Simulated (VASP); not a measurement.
# Rh (Im-3m) in VASP: further runs

Runs on Rh. Level: LDA. Tasks: single point, relaxation of cell and atoms.

Everything below comes from runs of VASP 6.6.1. Logs are shortened: lines on timing, memory, paths and dates and some standing lists are left out, and cuts for length are marked.

## 1. The cell of the first run

The structure is cubic, space group Im-3m (No. 229). The conventional cell has a = 3.048 Å, b = 3.048 Å, c = 3.048 Å, α = 90.00°, β = 90.00°, γ = 90.00°. Within 3.5 Å of Rh (site symmetry m-3m) lie 14 Rh at 2.64 to 3.05 Å.

## 2. Single point, LDA (volume scaled by 1.04)

INCAR reads:

```
SYSTEM = Rh
PREC     = Accurate       ! precision mode
ENCUT    = 520            ! plane-wave cutoff, eV
EDIFF    = 1E-6           ! SCF threshold, eV
ISMEAR   = -1             ! smearing method
SIGMA    = 0.1            ! smearing width, eV
LREAL    = .False.        ! projectors in reciprocal space
LASPH    = .True.         ! aspherical terms in the spheres
NELM     = 60             ! most SCF steps
ALGO     = Normal         ! electronic algorithm
ISIF     = 2              ! what is computed and relaxed
LWAVE    = .False.        ! write WAVECAR
LCHARG   = .False.        ! write CHGCAR
GGA      = CA             ! functional
NBANDS   = 14             ! bands
```

KPOINTS reads:

```
regular mesh
0
Gamma
  16 16 16
  0 0 0
```

POSCAR reads:

```
Rh
1.0
   -1.5239783023      1.5239783023      1.5239783023
    1.5239783023     -1.5239783023      1.5239783023
    1.5239783023      1.5239783023     -1.5239783023
Rh
1
Direct
    0.0000000000      0.0000000000      0.0000000000
```

Potentials or basis: VASP PAW LDA potentials, release 64 (Rh_pv).

On the command line:

```console
> cat potpaw_LDA.64/Rh_pv/POTCAR > POTCAR
> mpirun -np 1 vasp_std > vasp.out
```

OUTCAR:

```text
SYSTEM = Rh
   PREC = Accurate
   ENCUT = 520
   EDIFF = 1E-6
   ISMEAR = -1
   LREAL = .False.
   LASPH = .True.
   NELM = 60
   ISIF = 2
   GGA = CA

 ion  position               nearest neighbor table
   1  0.000  0.000  0.000-

  LATTYP: Found a body centered cubic cell.
 ALAT       =     3.0479566046

  Lattice vectors:

 A1 = (  -1.5239783023,   1.5239783023,   1.5239783023)
 A2 = (   1.5239783023,  -1.5239783023,   1.5239783023)
 A3 = (   1.5239783023,   1.5239783023,  -1.5239783023)

Analysis of symmetry for initial positions (statically):
=====================================================================
 Subroutine PRICEL returns:
 Original cell was already a primitive cell.

 Routine SETGRP: Setting up the symmetry group for a
 body centered cubic supercell.

 Subroutine GETGRP returns: Found 48 space group operations
 (whereof 48 operations were pure point group operations)
 out of a pool of 48 trial point group operations.

The static configuration has the point symmetry O_h .

Analysis of symmetry for dynamics (positions and initial velocities):
=====================================================================
 Subroutine PRICEL returns:
 Original cell was already a primitive cell.

 Routine SETGRP: Setting up the symmetry group for a
 body centered cubic supercell.

 Subroutine GETGRP returns: Found 48 space group operations
 (whereof 48 operations were pure point group operations)
 out of a pool of 48 trial point group operations.

The dynamic configuration has the point symmetry O_h .

 Subroutine INISYM returns: Found 48 space group operations
 (whereof 48 operations are pure point group operations),
 and found     1 'primitive' translations

----------------------------------------------------------------------------------------

                                     Primitive cell

  volume of cell :      14.1578

  direct lattice vectors                    reciprocal lattice vectors
    -1.523978302  1.523978302  1.523978302     0.000000000  0.328088661  0.328088661
     1.523978302 -1.523978302  1.523978302     0.328088661  0.000000000  0.328088661
     1.523978302  1.523978302 -1.523978302     0.328088661  0.328088661  0.000000000

  length of vectors
     2.639607849  2.639607849  2.639607849     0.463987433  0.463987433  0.463987433

  position of ions in fractional coordinates (direct lattice)
     0.000000000  0.000000000  0.000000000

  ion indices of the primitive-cell ions
   primitive index   ion index
[... 75 lines left out ...]
   EDIFFG = 0.1E-04   stopping-criterion for IOM
   NSW    =      0    number of steps for IOM
   IBRION =     -1    ionic relax: 0-MD 1-quasi-New 2-CG
   NFREE  =      0    steps in history (QN), initial steepest desc. (CG)
   ISIF   =      2    stress and relaxation
   ISYM   =      2    0-nonsym 1-usesym 2-fastsym
   POTIM  = 0.5000    time-step for ionic-motion
   TEBEG  =    0.0;   TEEND  =   0.0 temperature during run
   PSTRESS=    0.0 pullay stress
   NELECT =      15.0000    total number of electrons
   NUPDOWN=      -1.0000    fix difference up-down
   EMIN   =  10.00;   EMAX   =-10.00  energy-range for DOS
   EFERMI =   0.00;   METHOD = LEGACY
   ISMEAR =    -1;   SIGMA  =   0.10  broadening in eV -4-tet -1-fermi 0-gaus
   EFERMI_NEDOS =   21; number of points for ismear=-14 and -15
   IALGO  =     38    algorithm
   IMIX   =      4    mixing-type and parameters
     AMIX     =   0.40;   BMIX     =  1.00
     AMIX_MAG =   1.60;   BMIX_MAG =  1.00
  volume/ion in A,a.u.               =      14.16        95.54
  Fermi-wavevector in a.u.,A,eV,Ry     =   1.668936  3.153833 37.896973  2.785349
  Thomas-Fermi vector in A             =   2.754697
   LORBIT       =      0    0 simple, 1 ext, 2 COOP (PROOUT), +10 PAW based schemes
   GGA     = CA    functional components
   LHFCALC =     F    Hartree Fock is set to
   AEXX    =    0.0000 exact exchange contribution
   IVDW    =     0    specifies the selected vdW correction
   LEPSILON=     F    determine dielectric tensor
   LRPA    =     F    only Hartree local field effects (RPA)
 non-spin polarized calculation
  energy-cutoff  :      520.00
  volume of cell :       14.16
 maximum number of plane-waves:       394
   NGX =  9   NGY =  9   NGZ =  9

 number of electron      14.9999998 magnetization

 Free energy of the ion-electron system (eV)
  ---------------------------------------------------
  ext. energy  EPLUGINS =         0.00000000
  ---------------------------------------------------
  free energy    TOTEN  =        -8.30472306 eV

  energy without entropy =       -8.22851924  energy(sigma->0) =       -8.26662115

 E-fermi :  11.0134     XC(G=0): -14.1528

 val. band max:       11.0073317617   @ k =   0.3125   0.1875   0.0625
 cond. band min:      11.0165109852   @ k =  -0.4375   0.4375   0.3750
 fundamental gap:      0.0091792235
 Fermi energy:        11.0133820649

 k-point     1 :       0.0000    0.0000    0.0000
  band No.  band energies     occupation
      1     -34.7891      2.00000
      2     -34.7891      2.00000
      3     -34.7891      2.00000
      4       3.3618      2.00000
      5       8.1300      2.00000
      6       8.1300      2.00000
      7       8.1300      2.00000
      8      10.5712      1.97626
      9      10.5712      1.97626
     10      29.4120      0.00000
     11      29.4120      0.00000
     12      29.4120      0.00000
     13      31.8860      0.00000
     14      39.3773      0.00000
[... 377 lines left out ...]
      1     -35.3286      2.00000
      2     -35.0143      2.00000
      3     -34.8469      2.00000
      4       6.1763      2.00000
      5       7.1295      2.00000
      6       8.1811      2.00000
      7      10.1356      1.99969
      8      11.0265      0.93440
      9      13.3028      0.00000
     10      23.9725      0.00000
     11      25.4958      0.00000
     12      29.4829      0.00000
     13      31.8892      0.00000
     14      33.3363      0.00000

 [... further k-points ...]
[... 5 lines left out ...]
  --------------------------------------------------------------------------------------
  -------------------------------------------------------------------------------------
  Total       -0.8397157     -0.8397157     -0.8397157      0.0000000     -0.0000000      0.0000000
  in kB      -95.0268894    -95.0268894    -95.0268894      0.0000000     -0.0000000      0.0000000
  external PRESSURE =     -95.0268894 kB  Pullay stress =       0.0000000 kB

 VOLUME and BASIS-vectors are now :
 -----------------------------------------------------------------------------
  energy-cutoff  :      520.00
  volume of cell :       14.16
      direct lattice vectors                 reciprocal lattice vectors
    -1.523978302  1.523978302  1.523978302     0.000000000  0.328088661  0.328088661
     1.523978302 -1.523978302  1.523978302     0.328088661  0.000000000  0.328088661
     1.523978302  1.523978302 -1.523978302     0.328088661  0.328088661  0.000000000

 POSITION                                       TOTAL-FORCE (eV/Angst)
 -----------------------------------------------------------------------------------
      0.00000      0.00000      0.00000        -0.000000      0.000000     -0.000000
 -----------------------------------------------------------------------------------
    total drift:                                0.000000     -0.000000      0.000000

  FREE ENERGIE OF THE ION-ELECTRON SYSTEM (eV)
  ---------------------------------------------------
  free  energy   TOTEN  =        -8.3047230628 eV

  energy  without entropy=       -8.2285192408  energy(sigma->0) =       -8.26662115
```

It took 10 s on 1 thread of Intel Xeon 6975P-C (Granite Rapids), shared host; peak memory 0.13 GiB.

Results:

```yaml
Free_energy: -8.3047 eV
Pressure: -9.5 GPa
```

Caveat: the cell differs from its parent crystal (volume scaled by 1.04).

## 3. Single point, LDA (volume scaled by 1.12)

INCAR reads:

```
SYSTEM = Rh
PREC = Accurate ; ENCUT = 520
EDIFF = 1E-7 ; ISMEAR = -1
SIGMA = 0.1 ; LREAL = .FALSE.
LASPH = .TRUE. ; NELM = 100
ALGO = Normal ; ISIF = 2
LWAVE = .FALSE. ; LCHARG = .TRUE.
LELF = .TRUE. ; LVHAR = .TRUE.
NBANDS = 14
```

KPOINTS reads:

```
regular mesh
0
G
  16 16 16
  0 0 0
```

POSCAR reads:

```
Rh
1.0
   -1.5620934507      1.5620934507      1.5620934507
    1.5620934507     -1.5620934507      1.5620934507
    1.5620934507      1.5620934507     -1.5620934507
Rh
1
Direct
    0.0000000000      0.0000000000      0.0000000000
```

Potentials or basis: VASP PAW LDA potentials, release 64 (Rh_pv).

On the command line:

```console
> cat potpaw_LDA.64/Rh_pv/POTCAR > POTCAR
> mpirun -np 1 vasp_std > vasp.out
```

It took 9.4 s on 1 thread of Intel Xeon 6975P-C (Granite Rapids), shared host; peak memory 0.14 GiB.

It converged, with:

* Free energy: -8.1880 eV
* Pressure: -23.9 GPa

Levels at points of the mesh, in eV from the Fermi level:
```
           k point  band 6  band 7  band 8  band 9  band 10  band 11
(0.00, 0.00, 0.00)   -2.58   -2.58   -0.39   -0.39    18.27    18.27
(0.50, 0.00, 0.00)   -0.46   -0.10    1.33    1.39     8.40    14.37
(0.50, 0.50, 0.50)    0.94    0.94    0.94    8.96     8.96     8.96
```

Caveat: the cell differs from its parent crystal (volume scaled by 1.12).

## 4. Relaxation of cell and atoms, LDA

This run uses another cell than the first one, of 13.75 Å³/atom, 0.971 times its volume.

INCAR reads:

```
SYSTEM = Rh
ALGO = Normal ; EDIFF = 1E-6
EDIFFG = -0.01 ; ENCUT = 600
IBRION = 2 ; ISIF = 3
ISMEAR = -1 ; LASPH = .TRUE.
LCHARG = .FALSE. ; LREAL = .FALSE.
LWAVE = .FALSE. ; NELM = 60
NSW = 80 ; PREC = Accurate
SIGMA = 0.1
```

KPOINTS reads:

```
k-points
0
G
  15 15 15
  0 0 0
```

POSCAR reads:

```
Rh
1.0
   -1.5092612352      1.5092612352      1.5092612352
    1.5092612352     -1.5092612352      1.5092612352
    1.5092612352      1.5092612352     -1.5092612352
Rh
1
Direct
    0.0000000000      0.0000000000      0.0000000000
```

On the command line:

```console
> cat potpaw_LDA.64/Rh_pv/POTCAR > POTCAR
> mpirun -np 1 vasp_std > vasp.out
```

Wall time 15 s (1 thread of Intel Xeon 6975P-C (Granite Rapids), shared host); peak memory 0.14 GiB.

Results (log left out):

| Quantity | Value |
| --- | --- |
| Free energy | -8.3180 eV |
| Relaxed volume | 13.65 Å³/atom |
| Relaxed cell | a = 2.608 Å, b = 2.608 Å, c = 2.608 Å, α = 109.47°, β = 109.47°, γ = 109.47° |
| Space group after relaxing (to 0.05 Å) | Im-3m (No. 229) |
| Energy gained by relaxing | 0.7 meV/atom |
| Ionic steps | 3 |
| Pressure after relaxing | 0.0 GPa |

The path:
| step | energy change (eV) | largest force (eV/Å) | pressure (GPa) | volume (Å³) |
| --- | --- | --- | --- | --- |
| 1 | 0.0000 | 0.0000 | -2.15 | 13.75 |
| 2 | 0.0039 | 0.0000 | 5.83 | 13.39 |
| 3 | -0.0007 | 0.0000 | 0.00 | 13.65 |

Final structure:
```
Rh
1.0
    -1.50545    1.50545    1.50545
     1.50545   -1.50545    1.50545
     1.50545    1.50545   -1.50545
Rh
1
Cartesian
  0.0000 0.0000 0.0000
```

Levels at points of the mesh, in eV from the Fermi level:
| k point | band 4 | band 5 | band 6 | band 7 | band 8 | band 9 | band 10 | band 11 |
| --- | --- | --- | --- | --- | --- | --- | --- | --- |
| (0.00, 0.00, 0.00) | -7.93 | -3.06 | -3.06 | -3.06 | -0.49 | -0.49 | 18.43 | 18.43 |

## 5. Single point, LDA (volume scaled by 0.96)

INCAR reads:

```
SYSTEM = Rh
ALGO = Normal ; EDIFF = 1E-6
ENCUT = 530 ; GGA_COMPAT = .False.
ISIF = 2 ; ISMEAR = -1
LASPH = .True. ; LCHARG = .True.
LELF = .True. ; LREAL = .False.
LVHAR = .True. ; LWAVE = .False.
NBANDS = 14 ; NELM = 120
PREC = Accurate ; SIGMA = 0.1
```

KPOINTS reads:

```
k-points
0
Gamma
  16 16 16
  0 0 0
```

POSCAR reads:

```
Rh
1.0
   -1.4838548312      1.4838548312      1.4838548312
    1.4838548312     -1.4838548312      1.4838548312
    1.4838548312      1.4838548312     -1.4838548312
Rh
1
Direct
    0.0000000000      0.0000000000      0.0000000000
```

Potentials or basis: VASP PAW LDA potentials, release 64 (Rh_sv_GW).

On the command line:

```console
> cat potpaw_LDA.64/Rh_sv_GW/POTCAR > POTCAR
> mpirun -np 1 vasp_std > vasp.out
```

Run time: 18 s. Hardware: 1 thread of Intel Xeon Platinum 8375C at 2.90GHz (Ice Lake), shared host; peak memory 0.15 GiB.

It converged, with:

```yaml
Free_energy: -7.4380 eV
Pressure: 11.0 GPa
```

Levels at points of the mesh, in eV from the Fermi level:
```
           k point  band 6  band 7  band 8  band 9  band 10  band 11
(0.00, 0.00, 0.00)   -3.25   -3.25   -3.25   -0.52    -0.52    18.23
(0.50, 0.00, 0.00)   -4.94   -0.57   -0.10    1.27     1.82    10.10
(0.50, 0.50, 0.50)   -6.51    1.24    1.24    1.24     9.72     9.72
```

Caveat: the cell differs from its parent crystal (volume scaled by 0.96).

## 6. Overview

```csv
task,potentials or basis,cell,k mesh,cutoff (eV),second run,gap on the mesh (eV),pressure (GPa)
single point,"VASP PAW LDA potentials, release 64 (Rh_pv)","a = 2.640 Å, angles 109.5°, 1 atom",16 × 16 × 16,520,-,none,-9.5
single point,"VASP PAW LDA potentials, release 64 (Rh_pv)","a = 2.706 Å, angles 109.5°, 1 atom",16 × 16 × 16,520,-,none,-23.9
relaxation of cell and atoms,"VASP PAW LDA potentials, release 64 (Rh_pv)","relaxed from a = 2.614 Å, angles 109.5°, 1 atom",15 × 15 × 15,600,-,none,0.0
single point,"VASP PAW LDA potentials, release 64 (Rh_sv_GW)","a = 2.570 Å, angles 109.5°, 1 atom",16 × 16 × 16,530,valence_matched,none,11.0
```

Alike in all rows: level LDA; no spin polarisation; smearing fermi-dirac 0.1 eV.

Absolute energies hang on the potentials; compare differences alone.
